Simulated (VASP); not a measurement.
Here is a VASP 6.6.1 calculation.

Contents of INCAR:

```
SYSTEM = Hf
  PREC = Accurate
  ENCUT = 500
  EDIFF = 1E-6
  ISMEAR = -1
  SIGMA = 0.1
  LREAL = .False.
  LASPH = .True.
  NELM = 120
  ALGO = Normal
  ISIF = 2
  LWAVE = .False.
  LCHARG = .False.
  GGA = PS
  NBANDS = 17
  GGA_COMPAT = .False.
```

File KPOINTS:

```
regular mesh
0
Gamma
  18 18 10
  0 0 0
```

The input POSCAR:

```
Hf
1.0
    3.1392683241      0.0000000000      0.0000000000
   -1.5696341621      2.7186861180      0.0000000000
    0.0000000000      0.0000000000      4.9785261205
Hf
2
Direct
    0.3333333333      0.6666666667      0.2500000000
    0.6666666667      0.3333333333      0.7500000000
```

Potentials or basis: VASP PAW PBE potentials, release 64 (Hf_pv).

The run is started by

```console
$ cat potpaw_PBE.64/Hf_pv/POTCAR > POTCAR
$ mpirun -np 1 vasp_std > vasp.out
```

**Question.** Estimate the pressure.

**Answer.** 1.6 GPa.

**Question.** What does it give for the band gap on the k mesh?

**Answer.** Zero (band 10 reaches 6.30 eV, above the bottom of band 11 at 4.74 eV).

Stress tensor (GPa, compression positive):
```
1.68 0.00 0.00
0.00 1.68 0.00
0.00 0.00 1.57
```

Caveat: the PAW data sets were made with another functional, which shifts forces and pressure a little; spin-orbit coupling is left out, which moves the levels of the heavy elements.
